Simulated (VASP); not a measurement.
Set up this calculation in VASP 6.6.1, as the native input.

```yaml
Task: single point
Functional: PBE
Potentials_or_basis: VASP PAW PBE potentials, release 64 (Al, N)
Cutoff: 520 eV
k_mesh: 12 × 12 × 6
Occupations: gaussian, width 0.02 eV
Spin: no spin polarisation
Dipole_correction: no
Further_INCAR_settings: ALGO = Normal; EDIFF = 1e-07; NBANDS = 16
```

The structure of AlN lies in POSCAR:

```
AlN
1.0
    3.3142923176      0.0000000000      0.0000000000
   -1.6571461588      2.8702613426      0.0000000000
    0.0000000000      0.0000000000      4.1868827807
Al N
2 2
Direct
    0.3333333333      0.6666666667      0.7500000000
    0.6666666667      0.3333333333      0.2500000000
    0.3333333333      0.6666666667      0.2500000000
    0.6666666667      0.3333333333      0.7500000000
```

The input as run:

INCAR

```
  PREC = Accurate
  ENCUT = 520
  EDIFF = 1E-7
  ISMEAR = 0
  SIGMA = 0.02
  LREAL = False
  LASPH = True
  NELM = 80
  ALGO = Normal
  ISIF = 2
  LWAVE = False
  LCHARG = False
  GGA = PE
  NBANDS = 16
```

KPOINTS

```
regular mesh
0
Gamma
  12 12 6
```

Potentials or basis: VASP PAW PBE potentials, release 64 (Al, N).

Command:

```sh
$ cat potpaw_PBE.64/Al/POTCAR potpaw_PBE.64/N/POTCAR > POTCAR
$ mpirun -np 1 vasp_std > vasp.out
```

Results of the run:

- Pressure: -0.3 GPa
- Band gap on the k mesh: 3.26 eV, direct

Wall time 24 s on 1 thread of Intel(R) Xeon(R) 6975P-C (Granite Rapids) (shared host), peak memory 0.17 GiB.
